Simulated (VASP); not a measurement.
# TiSi16 (a cell with a defect) in VASP: single point with PBE

Aim: the single point of TiSi16 (a cell with a defect) with PBE.

All numbers are computed with VASP 6.6.1; they aren't measurements. Logs are shortened: lines on timing, memory, paths and dates and some standing lists are left out, and cuts for length are marked.

### 1 The cell of the first run

The cell holds a defect, 17 atoms: a = 7.679 Å, b = 7.679 Å, c = 7.679 Å, α = 60.00°, β = 60.00°, γ = 60.00°.

### 2 Single point, PBE

File INCAR:

```
SYSTEM = TiSi16
ALGO     = Normal         ! electronic algorithm
EDIFF    = 1E-7           ! SCF threshold, eV
ENCUT    = 520            ! plane-wave cutoff, eV
GGA      = PE             ! functional
ISIF     = 2              ! what is computed and relaxed
ISMEAR   = -1             ! smearing method
LASPH    = .True.         ! aspherical terms in the spheres
LCHARG   = .False.        ! write CHGCAR
LREAL    = Auto         
LWAVE    = .False.        ! write WAVECAR
NBANDS   = 52             ! bands
NELM     = 100            ! most SCF steps
PREC     = Accurate       ! precision mode
SIGMA    = 0.05           ! smearing width, eV
```

File KPOINTS:

```
k-points
0
Gamma
  2 2 2
  0 0 0
```

File POSCAR:

```
TiSi16
1.0
    0.0000000000      5.4300000000      5.4300000000
    5.4300000000      0.0000000000      5.4300000000
    5.4300000000      5.4300000000      0.0000000000
Si Ti
16 1
Direct
    0.0031349326     -0.0032208349     -0.0030746173
    0.1369501281      0.1210923699      0.1211379631
    0.0035556069     -0.0032242769      0.5035047540
    0.1230803103      0.1296867618      0.6239640989
    0.0034777112      0.5034572189     -0.0030883291
    0.1230668742      0.6238341694      0.1298365034
   -0.0005019808      0.5003206605      0.5004698359
    0.1231772706      0.6238137668      0.6239376223
    0.5000234893     -0.0000166143     -0.0000746032
    0.6207554035      0.1210995476      0.1211327282
    0.4959660128     -0.0031992191      0.5035786954
    0.6209552726      0.1210627159      0.6369680695
    0.4959468383      0.5035395907     -0.0030716080
    0.6209245638      0.6370025590      0.1210772517
    0.4961052218      0.5037988682      0.5037686072
    0.6288536530      0.6238260650      0.6239432747
    0.7497191917      0.2501768514      0.2502411533
```

Potentials or basis: VASP PAW PBE potentials, release 64 (Si, Ti_sv).

Launch:

```console
$ cat potpaw_PBE.64/Si/POTCAR potpaw_PBE.64/Ti_sv/POTCAR > POTCAR
$ mpirun -np 1 vasp_std > vasp.out
```

OUTCAR:

```text
SYSTEM = TiSi16
   EDIFF = 1E-7
   ENCUT = 520
   GGA = PE
   ISIF = 2
   ISMEAR = -1
   LASPH = .True.
   LREAL = Auto
   NELM = 100
   PREC = Accurate

 ion  position               nearest neighbor table
   1  0.003  0.997  0.997-   6 2.34   4 2.34   2 2.40  10 2.40  17 2.75
   2  0.137  0.121  0.121-   9 2.28   1 2.40   5 2.40   3 2.40  17 2.43
   3  0.004  0.997  0.504-   4 2.34   8 2.34   2 2.40  12 2.40  17 2.75
   4  0.123  0.130  0.624-   7 2.32  11 2.34   3 2.34   1 2.34
   5  0.003  0.503  0.997-   6 2.34   8 2.34   2 2.40  14 2.40  17 2.75
   6  0.123  0.624  0.130-   7 2.32  13 2.34   5 2.34   1 2.34
   7  0.999  0.500  0.500-   6 2.32   4 2.32   8 2.32  16 2.32
   8  0.123  0.624  0.624-   7 2.32  15 2.34   3 2.34   5 2.34
   9  0.500  1.000  1.000-  12 2.28  14 2.28  10 2.28   2 2.28
  10  0.621  0.121  0.121-   9 2.28   1 2.40  13 2.40  11 2.40  17 2.43
  11  0.496  0.997  0.504-   4 2.34  16 2.34  10 2.40  12 2.40  17 2.75
  12  0.621  0.121  0.637-   9 2.28   3 2.40  11 2.40  15 2.40  17 2.42
  13  0.496  0.504  0.997-   6 2.34  16 2.34  10 2.40  14 2.40  17 2.75
  14  0.621  0.637  0.121-   9 2.28   5 2.40  13 2.40  15 2.40  17 2.43
  15  0.496  0.504  0.504-   8 2.34  16 2.34  14 2.40  12 2.40  17 2.75
  16  0.629  0.624  0.624-   7 2.32  15 2.34  11 2.34  13 2.34
  17  0.750  0.250  0.250-  12 2.42  14 2.43  10 2.43   2 2.43   1 2.75   5 2.75  13 2.75   3 2.75
                            11 2.75  15 2.75

  LATTYP: Found a face centered cubic cell.
 ALAT       =    10.8600000000

  Lattice vectors:

 A1 = (   0.0000000000,   5.4300000000,   5.4300000000)
 A2 = (   5.4300000000,   0.0000000000,   5.4300000000)
 A3 = (   5.4300000000,   5.4300000000,   0.0000000000)

Analysis of symmetry for initial positions (statically):
=====================================================================
 Subroutine PRICEL returns:
 Original cell was already a primitive cell.

 Routine SETGRP: Setting up the symmetry group for a
 face centered cubic supercell.

 Subroutine GETGRP returns: Found  1 space group operations
 (whereof  1 operations were pure point group operations)
 out of a pool of 48 trial point group operations.

The static configuration has the point symmetry C_1 .

Analysis of symmetry for dynamics (positions and initial velocities):
=====================================================================
 Subroutine PRICEL returns:
 Original cell was already a primitive cell.

 Routine SETGRP: Setting up the symmetry group for a
 face centered cubic supercell.

 Subroutine GETGRP returns: Found  1 space group operations
 (whereof  1 operations were pure point group operations)
 out of a pool of 48 trial point group operations.

The dynamic configuration has the point symmetry C_1 .

 Subroutine INISYM returns: Found  1 space group operations
 (whereof  1 operations are pure point group operations),
 and found     1 'primitive' translations

----------------------------------------------------------------------------------------

                                     Primitive cell

  volume of cell :     320.2060

  direct lattice vectors                    reciprocal lattice vectors
     0.000000000  5.430000000  5.430000000    -0.092081031  0.092081031  0.092081031
     5.430000000  0.000000000  5.430000000     0.092081031 -0.092081031  0.092081031
     5.430000000  5.430000000  0.000000000     0.092081031  0.092081031 -0.092081031

  length of vectors
     7.679179644  7.679179644  7.679179644     0.159489025  0.159489025  0.159489025

  position of ions in fractional coordinates (direct lattice)
     0.003134933  0.996779165  0.996925383
     0.136950128  0.121092370  0.121137963
     0.003555607  0.996775723  0.503504754
     0.123080310  0.129686762  0.623964099
     0.003477711  0.503457219  0.996911671
     0.123066874  0.623834169  0.129836503
[... 9 lines left out ...]
     0.628853653  0.623826065  0.623943275
     0.749719192  0.250176851  0.250241153

  ion indices of the primitive-cell ions
   primitive index   ion index
                 1           1
                 2           2
                 3           3
                 4           4
                 5           5
                 6           6
[... 9 lines left out ...]
                16          16
                17          17

----------------------------------------------------------------------------------------

 KPOINTS: k-points

Automatic generation of k-mesh.
 Grid dimensions read from file:
 generate k-points for:    2    2    2

 Generating k-lattice:

  Cartesian coordinates                     Fractional coordinates (reciprocal lattice)
    -0.046040516  0.046040516  0.046040516     0.500000000  0.000000000  0.000000000
     0.046040516 -0.046040516  0.046040516     0.000000000  0.500000000  0.000000000
     0.046040516  0.046040516 -0.046040516     0.000000000  0.000000000  0.500000000

  Length of vectors
     0.079744512  0.079744512  0.079744512

  Shift w.r.t. Gamma in fractional coordinates (k-lattice)
     0.000000000  0.000000000  0.000000000

 Subroutine IBZKPT returns following result:
 ===========================================

 Found      8 irreducible k-points:

 Following reciprocal coordinates:
            Coordinates               Weight
  0.000000  0.000000  0.000000      1.000000
  0.500000  0.000000  0.000000      1.000000
  0.000000  0.500000  0.000000      1.000000
  0.000000  0.000000  0.500000      1.000000
  0.500000  0.500000  0.500000      1.000000
  0.500000  0.500000  0.000000      1.000000
  0.000000  0.500000  0.500000      1.000000
  0.500000  0.000000  0.500000      1.000000
   k-points           NKPTS =      8   k-points in BZ     NKDIM =      8   number of bands    NBANDS=     52
   number of dos      NEDOS =    301   number of ions     NIONS =     17
   total plane-waves  NPLWV = 216000
   dimension x,y,z NGX =    60 NGY =   60 NGZ =   60
   dimension x,y,z NGXF=   120 NGYF=  120 NGZF=  120
   ions per type =              16   1
   NGX,Y,Z   is equivalent  to a cutoff of  12.99, 12.99, 12.99 a.u.
   NGXF,Y,Z  is equivalent  to a cutoff of  25.98, 25.98, 25.98 a.u.
 SYSTEM =  TiSi16
   PREC   = accura    normal or accurate (medium, high low for compatibility)
   ISTART =      0    job   : 0-new  1-cont  2-samecut
   ICHARG =      2    charge: 1-file 2-atom 10-const
   ISPIN  =      1    spin polarized calculation?
   LNONCOLLINEAR =      F non collinear calculations
   LSORBIT =      F    spin-orbit coupling
   LASPH  =      T    aspherical Exc in radial PAW
   ENCUT  =  520.0 eV  38.22 Ry    6.18 a.u.  14.28 14.28 14.28*2*pi/ulx,y,z
   NELM   =    100;   NELMIN=  2; NELMDL= -5     # of ELM steps
   EDIFF  = 0.1E-06   stopping-criterion for ELM
   LREAL  =      T    real-space projection
   EDIFFG = 0.1E-05   stopping-criterion for IOM
   NSW    =      0    number of steps for IOM
   IBRION =     -1    ionic relax: 0-MD 1-quasi-New 2-CG
   NFREE  =      0    steps in history (QN), initial steepest desc. (CG)
   ISIF   =      2    stress and relaxation
   ISYM   =      2    0-nonsym 1-usesym 2-fastsym
   POTIM  = 0.5000    time-step for ionic-motion
   TEBEG  =    0.0;   TEEND  =   0.0 temperature during run
   PSTRESS=    0.0 pullay stress
   NELECT =      76.0000    total number of electrons
   NUPDOWN=      -1.0000    fix difference up-down
   EMIN   =  10.00;   EMAX   =-10.00  energy-range for DOS
   EFERMI =   0.00;   METHOD = LEGACY
   ISMEAR =    -1;   SIGMA  =   0.05  broadening in eV -4-tet -1-fermi 0-gaus
   EFERMI_NEDOS =   21; number of points for ismear=-14 and -15
   IALGO  =     38    algorithm
   IMIX   =      4    mixing-type and parameters
     AMIX     =   0.40;   BMIX     =  1.00
     AMIX_MAG =   1.60;   BMIX_MAG =  1.00
  volume/ion in A,a.u.               =      18.84       127.11
  Fermi-wavevector in a.u.,A,eV,Ry     =   1.013607  1.915439 13.978610  1.027399
  Thomas-Fermi vector in A             =   2.146786
   LORBIT       =      0    0 simple, 1 ext, 2 COOP (PROOUT), +10 PAW based schemes
   GGA     = PE    functional components
   LHFCALC =     F    Hartree Fock is set to
   AEXX    =    0.0000 exact exchange contribution
   IVDW    =     0    specifies the selected vdW correction
   LEPSILON=     F    determine dielectric tensor
   LRPA    =     F    only Hartree local field effects (RPA)
 non-spin polarized calculation
  energy-cutoff  :      520.00
  volume of cell :      320.21
 maximum number of plane-waves:      8646
 NGX is ok and might be reduce to    60
   NGX = 29   NGY = 29   NGZ = 29

 number of electron      75.9999998 magnetization

 Free energy of the ion-electron system (eV)
  ---------------------------------------------------
  ext. energy  EPLUGINS =         0.00000000
  ---------------------------------------------------
  free energy    TOTEN  =       -92.26351858 eV

  energy without entropy =      -92.16595195  energy(sigma->0) =      -92.21473527

 E-fermi :   6.9250     XC(G=0):  -9.7506

 val. band max:        6.8976318650   @ k =   0.0000   0.5000   0.5000
 cond. band min:       6.9648959024   @ k =   0.0000   0.5000   0.0000
 fundamental gap:      0.0672640374
 Fermi energy:         6.9250050938

 k-point     1 :       0.0000    0.0000    0.0000
  band No.  band energies     occupation
      1     -49.8529      2.00000
      2     -26.2271      2.00000
      3     -26.2271      2.00000
      4     -26.2267      2.00000
      5      -5.7205      2.00000
      6      -3.5170      2.00000
[... 42 lines left out ...]
     49       8.1742      0.00000
     50       8.4920      0.00000

 k-point     2 :       0.5000    0.0000    0.0000
  band No.  band energies     occupation
      1     -49.8529      2.00000
      2     -26.2271      2.00000
      3     -26.2271      2.00000
      4     -26.2267      2.00000
      5      -5.0131      2.00000
      6      -4.8012      2.00000
[... 42 lines left out ...]
     49       9.2849      0.00000
     50       9.8907      0.00000

 k-point     3 :       0.0000    0.5000    0.0000
  band No.  band energies     occupation
      1     -49.8529      2.00000
      2     -26.2271      2.00000
      3     -26.2271      2.00000
      4     -26.2267      2.00000
      5      -5.0148      2.00000
      6      -4.7990      2.00000
[... 42 lines left out ...]
     49       9.2858      0.00000
     50       9.8919      0.00000

 k-point     4 :       0.0000    0.0000    0.5000
  band No.  band energies     occupation
      1     -49.8529      2.00000
      2     -26.2271      2.00000
      3     -26.2271      2.00000
      4     -26.2267      2.00000
      5      -5.0151      2.00000
      6      -4.7987      2.00000
[... 42 lines left out ...]
     49       9.2856      0.00000
     50       9.8924      0.00000

 k-point     5 :       0.5000    0.5000    0.5000
  band No.  band energies     occupation
      1     -49.8529      2.00000
      2     -26.2271      2.00000
      3     -26.2271      2.00000
      4     -26.2267      2.00000
      5      -5.0136      2.00000
      6      -4.8006      2.00000
[... 42 lines left out ...]
     49       9.2852      0.00000
     50       9.8907      0.00000

 k-point     6 :       0.5000    0.5000    0.0000
  band No.  band energies     occupation
      1     -49.8529      2.00000
      2     -26.2271      2.00000
      3     -26.2271      2.00000
      4     -26.2267      2.00000
      5      -4.6948      2.00000
      6      -4.5999      2.00000
[... 42 lines left out ...]
     49       9.8741      0.00000
     50      10.5397      0.00000

 k-point     7 :       0.0000    0.5000    0.5000
  band No.  band energies     occupation
      1     -49.8529      2.00000
      2     -26.2271      2.00000
      3     -26.2271      2.00000
      4     -26.2267      2.00000
      5      -4.6945      2.00000
      6      -4.6003      2.00000
[... 42 lines left out ...]
     49       9.8742      0.00000
     50      10.5403      0.00000

 k-point     8 :       0.5000    0.0000    0.5000
  band No.  band energies     occupation
      1     -49.8529      2.00000
      2     -26.2271      2.00000
      3     -26.2271      2.00000
      4     -26.2267      2.00000
      5      -4.6949      2.00000
      6      -4.5999      2.00000
[... 42 lines left out ...]
     49       9.8741      0.00000
     50      10.5397      0.00000
 [bands above 50 left out]

------------------------ aborting loop because EDIFF is reached ----------------------------------------

  FORCE on cell =-STRESS in cart. coord.  units (eV):
  Direction    XX          YY          ZZ          XY          YZ          ZX
  --------------------------------------------------------------------------------------
  -------------------------------------------------------------------------------------
  Total        8.0630758      8.0621826      8.0639512     -0.0015563      0.0073624     -0.0007833
  in kB       40.3442680     40.3397989     40.3486481     -0.0077870      0.0368384     -0.0039193
  external PRESSURE =      40.3442384 kB  Pullay stress =       0.0000000 kB

 VOLUME and BASIS-vectors are now :
 -----------------------------------------------------------------------------
  energy-cutoff  :      520.00
  volume of cell :      320.21
      direct lattice vectors                 reciprocal lattice vectors
     0.000000000  5.430000000  5.430000000    -0.092081031  0.092081031  0.092081031
     5.430000000  0.000000000  5.430000000     0.092081031 -0.092081031  0.092081031
     5.430000000  5.430000000  0.000000000     0.092081031  0.092081031 -0.092081031

 POSITION                                       TOTAL-FORCE (eV/Angst)
 -----------------------------------------------------------------------------------
     10.82582      5.43033      5.42953        -0.016367     -0.001572     -0.000648
      1.31531      1.40142      1.40117         0.019036     -0.008861     -0.010699
      8.14652      2.75334      5.43180         0.002547      0.003186     -0.006010
      4.09232      4.05645      1.37253        -0.003613      0.001486     -0.000821
      8.14700      5.43211      2.75266         0.001498     -0.005949      0.005070
      4.09243      1.37327      4.05567        -0.003374     -0.000616      0.001496
[... 9 lines left out ...]
      6.77539      6.80269      6.80205         0.002559     -0.004525     -0.004716
      2.71727      5.42978      5.42944        -0.007486     -0.000148      0.003002
 -----------------------------------------------------------------------------------
    total drift:                                0.001268     -0.000739      0.000642

  FREE ENERGIE OF THE ION-ELECTRON SYSTEM (eV)
  ---------------------------------------------------
  free  energy   TOTEN  =       -92.2635185781 eV

  energy  without entropy=      -92.1659519538  energy(sigma->0) =      -92.21473527
```

It took 4.7 min on 1 thread of Intel Xeon Platinum 8259CL at 2.50GHz (Skylake/Cascade Lake), shared host; peak memory 0.5 GiB.

What came out:

- Free energy: -92.2635 eV
- Pressure: 4.0 GPa
- Largest force: 0.025 eV/Å
- Band gap on the k mesh: zero (band 38 reaches 6.97 eV, above the bottom of band 39 at 6.53 eV)

Forces in eV/Å, atoms in the order of the input:
```
Si  -0.016 -0.002 -0.001
Si   0.019 -0.009 -0.011
Si   0.003  0.003 -0.006
Si  -0.004  0.001 -0.001
Si   0.001 -0.006  0.005
Si  -0.003 -0.001  0.001
Si  -0.001  0.000  0.000
Si   0.001  0.003  0.004
Si   0.001  0.000  0.000
Si   0.021  0.010  0.008
Si   0.001  0.006  0.000
Si  -0.005 -0.016  0.013
Si   0.000 -0.002  0.006
Si  -0.004  0.014 -0.017
Si  -0.008  0.001  0.000
Si   0.003 -0.005 -0.005
Ti  -0.007  0.000  0.003
```

Levels at points of the mesh, in eV from the Fermi level:
| k point | band 35 | band 36 | band 37 | band 38 | band 39 | band 40 |
| --- | --- | --- | --- | --- | --- | --- |
| (0.00, 0.00, 0.00) | -0.98 | -0.98 | -0.40 | -0.40 | -0.39 | -0.09 |
| (0.50, 0.00, 0.00) | -1.36 | -1.36 | -0.27 | 0.04 | 0.05 | 0.45 |
| (0.00, 0.50, 0.00) | -1.36 | -1.36 | -0.27 | 0.04 | 0.04 | 0.45 |
| (0.00, 0.00, 0.50) | -1.36 | -1.36 | -0.27 | 0.04 | 0.04 | 0.45 |
| (0.50, 0.50, 0.50) | -1.36 | -1.36 | -0.27 | 0.04 | 0.05 | 0.45 |
| (0.50, 0.50, 0.00) | -2.00 | -1.87 | -0.69 | -0.03 | 0.58 | 0.58 |
| (0.00, 0.50, 0.50) | -2.00 | -1.87 | -0.69 | -0.03 | 0.58 | 0.58 |
| (0.50, 0.00, 0.50) | -2.00 | -1.87 | -0.69 | -0.03 | 0.58 | 0.58 |

Caveat: the k points lie up to 0.50 Å⁻¹ apart.
